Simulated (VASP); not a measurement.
# H2Se (P4_2/mnm) in VASP: notebook

The runs below take H2Se through single point, relaxation of cell and atoms, with PBE.

Everything below comes from runs of VASP 6.6.1. Logs are shortened: lines on timing, memory, paths and dates and some standing lists are left out, and cuts for length are marked.

## (1) The cell of the first run

It takes space group P4_2/mnm (No. 136, tetragonal). Conventional cell: a = 5.939 Å, b = 5.939 Å, c = 2.918 Å, α = 90.00°, β = 90.00°, γ = 90.00°. Within 2.3 Å of H (site symmetry m2m) lie 2 Se at 1.76 Å and 1 H at 1.98 Å. Se (site symmetry mmm) has 4 H at 1.76 Å within 2.3 Å.

## (2) Single point, PBE

Input file INCAR:

```
SYSTEM = H2Se
PREC = Accurate
ENCUT = 520
EDIFF = 1E-7
ISMEAR = 0
SIGMA = 0.1
LREAL = .FALSE.
LASPH = .TRUE.
NELM = 100
ALGO = Normal
ISIF = 2
LWAVE = .FALSE.
LCHARG = .FALSE.
GGA = PE
NBANDS = 17
```

Input file KPOINTS:

```
Automatic mesh
0
G
  4 4 6
  0 0 0
```

Input file POSCAR:

```
H2Se
1.0
    5.9390670959      0.0000000000      0.0000000000
    0.0000000000      5.9390670959      0.0000000000
    0.0000000000      0.0000000000      2.9177143555
H Se
4 2
Direct
    0.3821647972      0.3821647972      0.0000000000
    0.1178352028      0.8821647972      0.5000000000
    0.6178352028      0.6178352028      0.0000000000
    0.8821647972      0.1178352028      0.5000000000
    0.0000000000      0.0000000000      0.0000000000
    0.5000000000      0.5000000000      0.5000000000
```

Potentials or basis: VASP PAW PBE potentials, release 64 (H, Se).

Started as:

```sh
$ cat potpaw_PBE.64/H/POTCAR potpaw_PBE.64/Se/POTCAR > POTCAR
$ mpirun -np 1 vasp_std > vasp.out
```

OUTCAR:

```text
SYSTEM = H2Se
   PREC = Accurate
   ENCUT = 520
   EDIFF = 1E-7
   ISMEAR = 0
   LREAL = .FALSE.
   LASPH = .TRUE.
   NELM = 100
   ISIF = 2
   GGA = PE

 ion  position               nearest neighbor table
   1  0.382  0.382  0.000-   6 1.76   6 1.76
   2  0.118  0.882  0.500-   5 1.76   5 1.76
   3  0.618  0.618  0.000-   6 1.76   6 1.76
   4  0.882  0.118  0.500-   5 1.76   5 1.76
   5  0.000  0.000  0.000-   2 1.76   4 1.76   2 1.76   4 1.76
   6  0.500  0.500  0.500-   1 1.76   3 1.76   1 1.76   3 1.76

  LATTYP: Found a simple tetragonal cell.
 ALAT       =     5.9390670959
 C/A-ratio  =     0.4912748599

  Lattice vectors:

 A1 = (   5.9390670959,   0.0000000000,   0.0000000000)
 A2 = (   0.0000000000,   5.9390670959,   0.0000000000)
 A3 = (   0.0000000000,   0.0000000000,   2.9177143555)

Analysis of symmetry for initial positions (statically):
=====================================================================
 Subroutine PRICEL returns:
 Original cell was already a primitive cell.

 Routine SETGRP: Setting up the symmetry group for a
 simple tetragonal supercell.

 Subroutine GETGRP returns: Found 16 space group operations
 (whereof  8 operations were pure point group operations)
 out of a pool of 16 trial point group operations.

The static configuration has the point symmetry D_2h.
 The point group associated with its full space group is D_4h.

Analysis of symmetry for dynamics (positions and initial velocities):
=====================================================================
 Subroutine PRICEL returns:
 Original cell was already a primitive cell.

 Routine SETGRP: Setting up the symmetry group for a
 simple tetragonal supercell.

 Subroutine GETGRP returns: Found 16 space group operations
 (whereof  8 operations were pure point group operations)
 out of a pool of 16 trial point group operations.

The dynamic configuration has the point symmetry D_2h.
 The point group associated with its full space group is D_4h.

 Subroutine INISYM returns: Found 16 space group operations
 (whereof  8 operations are pure point group operations),
 and found     1 'primitive' translations

----------------------------------------------------------------------------------------

                                     Primitive cell

  volume of cell :     102.9151

  direct lattice vectors                    reciprocal lattice vectors
     5.939067096  0.000000000  0.000000000     0.168376613  0.000000000  0.000000000
     0.000000000  5.939067096  0.000000000     0.000000000  0.168376613  0.000000000
     0.000000000  0.000000000  2.917714355     0.000000000  0.000000000  0.342734030

  length of vectors
     5.939067096  5.939067096  2.917714355     0.168376613  0.168376613  0.342734030

  position of ions in fractional coordinates (direct lattice)
     0.382164797  0.382164797  0.000000000
     0.117835203  0.882164797  0.500000000
     0.617835203  0.617835203  0.000000000
     0.882164797  0.117835203  0.500000000
     0.000000000  0.000000000  0.000000000
     0.500000000  0.500000000  0.500000000

  ion indices of the primitive-cell ions
   primitive index   ion index
                 1           1
                 2           2
                 3           3
                 4           4
                 5           5
                 6           6

----------------------------------------------------------------------------------------

 KPOINTS: Automatic mesh

Automatic generation of k-mesh.
 Grid dimensions read from file:
 generate k-points for:    4    4    6

 Generating k-lattice:

  Cartesian coordinates                     Fractional coordinates (reciprocal lattice)
     0.042094153  0.000000000  0.000000000     0.250000000  0.000000000  0.000000000
     0.000000000  0.042094153  0.000000000     0.000000000  0.250000000  0.000000000
     0.000000000  0.000000000  0.057122338     0.000000000  0.000000000  0.166666667

  Length of vectors
     0.042094153  0.042094153  0.057122338

  Shift w.r.t. Gamma in fractional coordinates (k-lattice)
[... 43 lines left out ...]
  volume of cell :      102.92
 maximum number of plane-waves:      2794
 NGX is ok and might be reduce to    48
   NGX = 23   NGY = 23   NGZ = 11

 number of electron      16.0000000 magnetization

 Free energy of the ion-electron system (eV)
  ---------------------------------------------------
  ext. energy  EPLUGINS =         0.00000000
  ---------------------------------------------------
  free energy    TOTEN  =       -17.69740446 eV

  energy without entropy =      -17.69740446  energy(sigma->0) =      -17.69740446

 E-fermi :   0.0327     XC(G=0):  -7.0424

 val. band max:       -0.4399659674   @ k =   0.5000   0.5000   0.5000
 cond. band min:       1.1222270739   @ k =   0.0000   0.0000   0.0000
 fundamental gap:      1.5621930412
 Fermi energy:         0.0327253815

 k-point     1 :       0.0000    0.0000    0.0000
  band No.  band energies     occupation
      1     -15.2289      2.00000
      2     -14.9792      2.00000
      3      -6.4495      2.00000
      4      -6.4495      2.00000
      5      -2.5097      2.00000
      6      -2.5097      2.00000
[... 9 lines left out ...]
     16      10.5823      0.00000
     17      10.6036      0.00000

 k-point     2 :       0.2500    0.0000    0.0000
  band No.  band energies     occupation
      1     -15.1928      2.00000
      2     -15.0162      2.00000
      3      -6.4396      2.00000
      4      -6.4367      2.00000
      5      -2.6581      2.00000
      6      -2.6433      2.00000
[... 9 lines left out ...]
     16       8.7156      0.00000
     17       8.9271      0.00000

 k-point     3 :       0.5000    0.0000    0.0000
  band No.  band energies     occupation
      1     -15.1049      2.00000
      2     -15.1049      2.00000
      3      -6.4263      2.00000
      4      -6.4263      2.00000
      5      -2.7796      2.00000
      6      -2.7796      2.00000
[... 392 lines left out ...]
 k-point    23 :       0.5000    0.2500    0.5000
  band No.  band energies     occupation
      1     -12.0257      2.00000
      2     -12.0257      2.00000
      3      -9.2428      2.00000
      4      -9.2428      2.00000
      5      -2.4937      2.00000
      6      -2.4937      2.00000
[... 9 lines left out ...]
     16       9.4781      0.00000
     17      10.2918      0.00000

 k-point    24 :       0.5000    0.5000    0.5000
  band No.  band energies     occupation
      1     -12.0246      2.00000
      2     -12.0246      2.00000
      3      -9.2392      2.00000
      4      -9.2392      2.00000
      5      -2.5907      2.00000
      6      -2.5907      2.00000
[... 9 lines left out ...]
     16       9.1608      0.00000
     17      11.2158      0.00000

------------------------ aborting loop because EDIFF is reached ----------------------------------------

  FORCE on cell =-STRESS in cart. coord.  units (eV):
  Direction    XX          YY          ZZ          XY          YZ          ZX
  --------------------------------------------------------------------------------------
  -------------------------------------------------------------------------------------
  Total        0.1442463      0.1442463     -0.0472709     -0.0000000      0.0000000      0.0000000
  in kB        2.2456188      2.2456188     -0.7359112     -0.0000000      0.0000000      0.0000000
  external PRESSURE =       1.2517754 kB  Pullay stress =       0.0000000 kB

 VOLUME and BASIS-vectors are now :
 -----------------------------------------------------------------------------
  energy-cutoff  :      520.00
  volume of cell :      102.92
      direct lattice vectors                 reciprocal lattice vectors
     5.939067096  0.000000000  0.000000000     0.168376613  0.000000000  0.000000000
     0.000000000  5.939067096  0.000000000     0.000000000  0.168376613  0.000000000
     0.000000000  0.000000000  2.917714355     0.000000000  0.000000000  0.342734030

 POSITION                                       TOTAL-FORCE (eV/Angst)
 -----------------------------------------------------------------------------------
      2.26970      2.26970      0.00000        -0.033415     -0.033415      0.000000
      0.69983      5.23924      1.45886         0.033415     -0.033415      0.000000
      3.66936      3.66936      0.00000         0.033415      0.033415      0.000000
      5.23924      0.69983      1.45886        -0.033415      0.033415      0.000000
      0.00000      0.00000      0.00000        -0.000000      0.000000      0.000000
      2.96953      2.96953      1.45886        -0.000000      0.000000      0.000000
 -----------------------------------------------------------------------------------
    total drift:                                0.000000     -0.000000      0.000000

  FREE ENERGIE OF THE ION-ELECTRON SYSTEM (eV)
  ---------------------------------------------------
  free  energy   TOTEN  =       -17.6974044595 eV

  energy  without entropy=      -17.6974044595  energy(sigma->0) =      -17.69740446
```

It took 22 s on 1 thread of Intel Xeon Platinum 8488C (Sapphire Rapids), shared host; peak memory 0.23 GiB.

Results:

| Property | Result |
| --- | --- |
| Free energy | -17.6974 eV |
| Pressure | 0.1 GPa |
| Largest force | 0.047 eV/Å |
| Band gap on the k mesh | zero (bands 8 and 9 overlap by 2.03 eV) |

Forces on the atoms (eV/Å):
```
H   -0.033 -0.033  0.000
H    0.033 -0.033  0.000
H    0.033  0.033  0.000
H   -0.033  0.033  0.000
Se   0.000  0.000  0.000
Se   0.000  0.000  0.000
```

## (3) Single point, PBE

This run uses another cell than the first one, of 14.13 Å³/atom.

Input file INCAR:

```
SYSTEM = H2Se
PREC     = Accurate       ! precision mode
ENCUT    = 520            ! plane-wave cutoff, eV
EDIFF    = 1E-6           ! SCF threshold, eV
ISMEAR   = 0              ! smearing method
SIGMA    = 0.1            ! smearing width, eV
LREAL    = .False.        ! projectors in reciprocal space
LASPH    = .True.         ! aspherical terms in the spheres
NELM     = 60             ! most SCF steps
ALGO     = Normal         ! electronic algorithm
ISIF     = 2              ! what is computed and relaxed
LWAVE    = .False.        ! write WAVECAR
LCHARG   = .False.        ! write CHGCAR
GGA      = PE             ! functional
NBANDS   = 17             ! bands
```

Input file KPOINTS:

```
Automatic mesh
0
Gamma
  8 8 12
  0 0 0
```

Input file POSCAR:

```
H2Se
1.0
    5.2990665738      0.0000000000      0.0000000000
    0.0000000000      5.2990665738      0.0000000000
    0.0000000000      0.0000000000      3.0199244578
H Se
4 2
Direct
    0.3679042776      0.3679042776      0.0000000000
    0.1320957224      0.8679042776      0.5000000000
    0.6320957224      0.6320957224      0.0000000000
    0.8679042776      0.1320957224      0.5000000000
    0.0000000000      0.0000000000      0.0000000000
    0.5000000000      0.5000000000      0.5000000000
```

Potentials or basis: VASP PAW PBE potentials, release 64 (H, Se).

Started as:

```sh
$ cat potpaw_PBE.64/H/POTCAR potpaw_PBE.64/Se/POTCAR > POTCAR
$ mpirun -np 1 vasp_std > vasp.out
```

It took 67 s on 1 thread of Intel Xeon Platinum 8488C (Sapphire Rapids), shared host; peak memory 0.26 GiB.

The run converged. Its results:

```yaml
Free_energy: -17.3193 eV
Pressure: 0.0 GPa
Largest_force: 0.011 eV/Å
Band_gap_on_the_k_mesh: zero (bands 8 and 9 overlap by 1.93 eV)
```

Forces in eV/Å, atoms in the order of the input:
```
H   -0.008 -0.008  0.000
H    0.008 -0.008  0.000
H    0.008  0.008  0.000
H   -0.008  0.008  0.000
Se   0.000  0.000  0.000
Se   0.000  0.000  0.000
```

Levels at points of the mesh, in eV from the Fermi level:
```csv
k point,band 4,band 5,band 6,band 7,band 8,band 9,band 10,band 11,band 12,band 13
"(0.00, 0.00, 0.00)",-5.74,-1.69,-1.69,0.79,0.95,1.38,1.95,4.01,4.89,6.86
"(0.50, 0.00, 0.00)",-5.59,-2.49,-2.49,1.16,1.16,2.11,2.11,6.23,6.23,7.31
"(0.50, 0.50, 0.00)",-6.00,-1.61,-1.61,1.17,1.17,1.51,1.51,6.82,6.82,7.44
"(0.00, 0.00, 0.50)",-8.34,-2.30,-2.30,-1.27,-1.27,0.37,0.37,6.69,6.69,6.89
"(0.50, 0.00, 0.50)",-8.40,-1.77,-1.77,-1.29,-1.29,-0.61,-0.61,5.60,5.60,8.45
"(0.50, 0.50, 0.50)",-8.36,-2.60,-2.60,-1.49,-1.49,0.53,0.53,6.46,6.46,7.22
```

## (4) Single point, PBE

This run uses another cell than the first one, of 14.13 Å³/atom.

Input file INCAR:

```
PREC = Accurate
ENCUT = 520
EDIFF = 1E-6
ISMEAR = 0
SIGMA = 0.1
LREAL = False
LASPH = True
NELM = 80
ALGO = Normal
ISIF = 2
LWAVE = False
LCHARG = True
GGA = PE
LELF = True
LVHAR = True
NBANDS = 17
```

Input file KPOINTS:

```
regular mesh
0
Gamma
  6 6 12
```

POSCAR is that of step 3.

Started as:

```sh
$ cat potpaw_PBE.64/H/POTCAR potpaw_PBE.64/Se/POTCAR > POTCAR
$ mpirun -np 1 vasp_std > vasp.out
```

Run time: 45 s. Hardware: 1 thread of Intel Xeon Platinum 8488C (Sapphire Rapids), shared host; peak memory 0.23 GiB.

The run converged. Its results:

```yaml
Free_energy: -17.3203 eV
Pressure: 0.0 GPa
Largest_force: 0.013 eV/Å
Band_gap_on_the_k_mesh: zero (bands 8 and 9 overlap by 1.88 eV)
```

Forces on the atoms (eV/Å):
```
H   -0.009 -0.009  0.000
H    0.009 -0.009  0.000
H    0.009  0.009  0.000
H   -0.009  0.009  0.000
Se   0.000  0.000  0.000
Se   0.000  0.000  0.000
```

Levels at points of the mesh, in eV from the Fermi level:
```tsv
k point	band 6	band 7	band 8	band 9	band 10	band 11
(0.00, 0.00, 0.00)	-1.70	0.77	0.93	1.36	1.93	3.99
(0.50, 0.00, 0.00)	-2.51	1.15	1.15	2.09	2.09	6.22
(0.50, 0.50, 0.00)	-1.63	1.16	1.16	1.49	1.49	6.80
(0.00, 0.00, 0.50)	-2.32	-1.29	-1.29	0.35	0.35	6.67
(0.50, 0.00, 0.50)	-1.79	-1.31	-1.31	-0.63	-0.63	5.58
(0.50, 0.50, 0.50)	-2.61	-1.50	-1.50	0.51	0.51	6.44
```

## (5) Relaxation of cell and atoms, PBE

Input file INCAR:

```
SYSTEM = H2Se
PREC = Accurate
ENCUT = 600
EDIFF = 1E-7
ISMEAR = 0
SIGMA = 0.1
LREAL = .False.
LASPH = .True.
NELM = 100
ALGO = Normal
ISIF = 3
LWAVE = .False.
LCHARG = .False.
GGA = PE
IBRION = 2
NSW = 100
EDIFFG = -0.01
```

Input file KPOINTS:

```
Automatic mesh
0
Gamma
  6 6 12
  0 0 0
```

Input file POSCAR:

```
H2Se
1.0
    5.9390670959      0.0000000000      0.0000000000
    0.0000000000      5.9390670959      0.0000000000
    0.0000000000      0.0000000000      2.9177143555
H Se
4 2
Direct
    0.3821647972      0.3821647972      0.0000000000
    0.1178352028      0.8821647972      0.5000000000
    0.6178352028      0.6178352028      0.0000000000
    0.8821647972      0.1178352028      0.5000000000
    0.0000000000      0.0000000000      0.0000000000
    0.5000000000      0.5000000000      0.5000000000
```

Started as:

```sh
$ cat potpaw_PBE.64/H/POTCAR potpaw_PBE.64/Se/POTCAR > POTCAR
$ mpirun -np 1 vasp_std > vasp.out
```

It took 10 min on 1 thread of Intel Xeon Platinum 8488C (Sapphire Rapids), shared host; peak memory 0.31 GiB.

It converged, with:

```yaml
Free_energy: -17.3232 eV
Relaxed_volume: 13.99 Å³/atom
Relaxed_cell: a = 5.272 Å, b = 5.272 Å, c = 3.021 Å, α = 90.00°, β = 90.00°, γ = 90.00°
Space_group_after_relaxing_to_0.1_Å: P4_2/mnm (No. 136)
Energy_gained_by_relaxing: 20.4 meV/atom
Ionic_steps: 22
Pressure_after_relaxing: 0.1 GPa
Largest_force_after_relaxing: 0.004 eV/Å
Band_gap_on_the_k_mesh: zero (bands 8 and 9 overlap by 1.90 eV)
```

Forces in eV/Å, atoms in the order of the input:
```
H   -0.003 -0.003  0.000
H    0.003 -0.003  0.000
H    0.003  0.003  0.000
H   -0.003  0.003  0.000
Se   0.000  0.000  0.000
Se   0.000  0.000  0.000
```

The path:
| step | energy change (eV) | largest force (eV/Å) | pressure (GPa) | volume (Å³) |
| --- | --- | --- | --- | --- |
| 1 | 0.0000 | 0.0416 | 2.30 | 102.92 |
| 2 | -0.0748 | 0.1592 | -1.34 | 106.57 |
| 3 | -0.0809 | 0.1407 | -0.62 | 105.77 |
| 4 | -0.0876 | 0.0709 | -0.45 | 104.95 |
| 5 | -0.0915 | 0.0398 | -0.17 | 103.68 |
| 6 | -0.0922 | 0.0423 | -0.09 | 103.26 |
| 7 | -0.0932 | 0.0479 | 0.09 | 102.38 |
| 8 | -0.0934 | 0.0599 | 0.46 | 100.64 |
| 9 | -0.0936 | 0.0548 | 0.31 | 101.36 |
| 10 | -0.0938 | 0.0544 | 0.30 | 101.29 |
| 11 | -0.0942 | 0.0528 | 0.30 | 101.08 |
| 12 | -0.0952 | 0.0499 | 0.29 | 100.66 |
| 13 | -0.0970 | 0.0444 | 0.28 | 99.83 |
| 14 | -0.1006 | 0.0346 | 0.26 | 98.17 |
| 15 | -0.1072 | 0.0208 | 0.24 | 94.89 |
| 16 | -0.1179 | 0.0132 | 0.35 | 88.49 |
| 17 | -0.0966 | 0.0684 | 1.79 | 76.37 |
| 18 | -0.1194 | 0.0469 | 0.61 | 86.14 |
| 19 | -0.1196 | 0.0493 | 0.79 | 83.67 |
| 20 | -0.1185 | 0.0209 | -0.69 | 83.96 |
| 21 | -0.1224 | 0.0158 | 0.10 | 83.80 |
| 22 | -0.1226 | 0.0036 | 0.06 | 83.96 |

Final structure:
```yaml
crystal:
  lattice:
    - [5.27186, 0.00000, 0.00000]
    - [0.00000, 5.27186, 0.00000]
    - [0.00000, 0.00000, 3.02083]
  atoms:
    - { symbol: H, position: [0.36683, 0.36683, 0.00000] }
    - { symbol: H, position: [0.13317, 0.86683, 0.50000] }
    - { symbol: H, position: [0.63317, 0.63317, 0.00000] }
    - { symbol: H, position: [0.86683, 0.13317, 0.50000] }
    - { symbol: Se, position: [0.00000, 0.00000, 0.00000] }
    - { symbol: Se, position: [0.50000, 0.50000, 0.50000] }
```

Levels at points of the mesh, in eV from the Fermi level:
| k point | band 5 | band 6 | band 7 | band 8 | band 9 | band 10 | band 11 | band 12 |
| --- | --- | --- | --- | --- | --- | --- | --- | --- |
| (0.00, 0.00, 0.00) | -1.69 | -1.69 | 0.73 | 0.92 | 1.37 | 1.93 | 3.97 | 4.92 |
| (0.50, 0.00, 0.00) | -2.53 | -2.53 | 1.14 | 1.14 | 2.10 | 2.10 | 6.25 | 6.25 |
| (0.50, 0.50, 0.00) | -1.60 | -1.60 | 1.15 | 1.15 | 1.48 | 1.48 | 6.84 | 6.84 |
| (0.00, 0.00, 0.50) | -2.35 | -2.35 | -1.30 | -1.30 | 0.38 | 0.38 | 6.90 | 6.90 |
| (0.50, 0.00, 0.50) | -1.80 | -1.80 | -1.31 | -1.31 | -0.64 | -0.64 | 5.57 | 5.57 |
| (0.50, 0.50, 0.50) | -2.66 | -2.66 | -1.52 | -1.52 | 0.55 | 0.55 | 6.46 | 6.46 |

Caveat: the volume moved by over 15 % at a fixed basis, so the end points are rough.

## (6) Summary

| task | cell | k mesh | cutoff (eV) | gap on the mesh (eV) | pressure (GPa) | largest force (eV/Å) |
| --- | --- | --- | --- | --- | --- | --- |
| single point | a = 5.939, b = 5.939, c = 2.918 Å, 6 atoms, atomic positions A | 4 × 4 × 6 | 520 | none | 0.1 | 0.05 |
| single point | a = 5.299, b = 5.299, c = 3.020 Å, 6 atoms, atomic positions B | 8 × 8 × 12 | 520 | none | 0.0 | 0.01 |
| single point | a = 5.299, b = 5.299, c = 3.020 Å, 6 atoms, atomic positions B | 6 × 6 × 12 | 520 | none | 0.0 | 0.01 |
| relaxation of cell and atoms | relaxed from a = 5.939, b = 5.939, c = 2.918 Å, 6 atoms, atomic positions A | 6 × 6 × 12 | 600 | none | 0.1 | - |

Alike in all rows: level PBE; potentials or basis VASP PAW PBE potentials, release 64 (H, Se); no spin polarisation; smearing gaussian 0.1 eV.

Caveats: the volume moved by over 15 % at a fixed basis, so the end points are rough (at least some runs).

Total energies depend on the potentials used, so only differences within one code and one set of settings carry meaning.
